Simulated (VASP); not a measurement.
**TlBr: electric field gradients with r2SCAN**

Crystal: TlBr.

```
Tl Br
1.0
     3.97000    0.00000    0.00000
     0.00000    3.97000    0.00000
     0.00000    0.00000    3.97000
Tl Br
1 1
Direct
  0.00000 0.00000 0.00000
  0.50000 0.50000 0.50000
```

```json
{
  "Program": "VASP 6.6.1",
  "Task": "electric field gradients",
  "Functional": "r2SCAN",
  "Potentials or basis": "VASP PAW PBE potentials, release 64 (Tl_d, Br)",
  "Cutoff": "440 eV",
  "k mesh": "8 × 8 × 8",
  "Occupations": "fermi-dirac, width 0.03 eV",
  "Spin": "no spin polarisation",
  "Dipole correction": "no",
  "Further INCAR settings": "ALGO = Normal; EDIFF = 1e-08; NBANDS = 17"
}
```

```
Pressure               : 0.5 GPa
Band gap on the k mesh : 2.28 eV, direct
```

Levels at points of the mesh, in eV from the valence-band top:
```
           k point  band 7  band 8  band 9  band 10  band 11  band 12  band 13  band 14
(0.00, 0.00, 0.00)   -4.61   -1.39   -1.39    -1.39     7.53     7.53     7.76     7.76
(0.50, 0.00, 0.00)   -5.64   -0.89   -0.89     0.00     2.28     6.23     6.23     8.56
(0.50, 0.50, 0.00)   -3.74   -3.03   -3.03    -0.81     5.28     5.28     7.90     8.35
(0.50, 0.50, 0.50)   -2.73   -2.04   -2.04    -2.04     2.49     2.49     2.49    13.79
```

It took 90 s on 1 thread of Intel(R) Xeon(R) Platinum 8488C (Sapphire Rapids), on a shared host, peak memory 0.18 GiB.

Caveat: without QUAD_EFG the Cq values of the log hold for a quadrupole moment of 1 mb, not for the nuclei; the PAW data sets were made with another functional, which shifts forces and pressure a little; spin-orbit coupling is left out, which moves the levels of the heavy elements. r2SCAN opens gaps a little over a GGA but as a rule still falls short of measured ones.
